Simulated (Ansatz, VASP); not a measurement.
# One calculation of Mg2Si3N3, two programs

The input INCAR:

```
SYSTEM = Mg2Si3N3
PREC = Accurate
ENCUT = 600
EDIFF = 1E-6
ISMEAR = 0
SIGMA = 0.2
LREAL = .False.
LASPH = .True.
NELM = 120
ALGO = Normal
ISIF = 2
LWAVE = .False.
LCHARG = .False.
GGA = PE
NBANDS = 26
GGA_COMPAT = .False.
```

The input KPOINTS:

```
regular mesh
0
Gamma
  6 6 4
  0 0 0
```

POSCAR

```
Mg2Si3N3
1.0
    2.9608969692     -3.4004946253      0.0000000000
    2.9608969692      3.4004946253      0.0000000000
    0.0000000000      0.0000000000      5.5767168055
Mg Si N
2 3 3
Direct
    0.7513591810      0.7513591810      0.6808484027
    0.2486408190      0.2486408190      0.6808484027
    0.7229058962      0.2770941038      0.2784309498
    0.0000000000      0.0000000000      0.0438079411
    0.2770941038      0.7229058962      0.2784309498
    0.5000000000      0.5000000000      0.1099558646
    1.0000000000      0.5000000000      0.4638387447
    0.5000000000      1.0000000000      0.4638387447
```

Input for Ansatz:

```yaml
crystal:
  lattice:
    - [2.9608969692, -3.4004946253, 0.0]
    - [2.9608969692, 3.4004946253, 0.0]
    - [0.0, 0.0, 5.5767168055]
  atoms:
    - { symbol: Mg, position: [0.751359181, 0.751359181, 0.6808484027] }
    - { symbol: Mg, position: [0.248640819, 0.248640819, 0.6808484027] }
    - { symbol: Si, position: [0.7229058962, 0.2770941038, 0.2784309498] }
    - { symbol: Si, position: [0.0, 0.0, 0.0438079411] }
    - { symbol: Si, position: [0.2770941038, 0.7229058962, 0.2784309498] }
    - { symbol: "N", position: [0.5, 0.5, 0.1099558646] }
    - { symbol: "N", position: [1.0, 0.5, 0.4638387447] }
    - { symbol: "N", position: [0.5, 1.0, 0.4638387447] }
basis:
  ecutwfc: 420
kpoints:
  mp_grid: { grid: [6, 6, 4] }
hamiltonian:
  xc: pbe
scf:
  occupations: { method: gaussian, width: 0.2 }
  lower_state_search: "off"
output:
  forces: true
  stress: true
  eigenvalues: true
```

Alike in both runs: task single point; functional PBE; k mesh 6 × 6 × 4; occupations gaussian, width 0.2 eV; no spin polarisation.

|  | VASP | Ansatz |
| --- | --- | --- |
| version | VASP 6.6.1 | Ansatz 0.2.0 |
| potentials or method | VASP PAW PBE potentials, release 64 (Mg, Si, N), cutoff 600 eV | scalar-relativistic, plane waves, PAW |
| valence electrons in the cell | 31 | 47 |

Ansatz gave:

| Item | Value |
| --- | --- |
| gap on the k mesh at the Fermi level (eV) | none |
| pressure (GPa) | 0.0 |
| traceless stress, the component that is largest in VASP (GPa) | 0.18 |
| rms of the force components (eV/Å) | 0.022 |

Task: Which values does VASP return?

Result: gap on the k mesh at the Fermi level (eV): none; pressure (GPa): -0.2; traceless stress, the component that is largest in VASP (GPa): 0.21; rms of the force components (eV/Å): 0.020.

Atom by atom the forces differ by 0.007 eV/Å (rms over components). A gap of «none» marks a metal or a gap that the smearing closes. The functional is the same, so the differences come from potentials, cutoffs and numerics. VASP's potentials hold 31 valence electrons a cell and Ansatz's 47, so a difference there can come from the potentials and not from the codes.
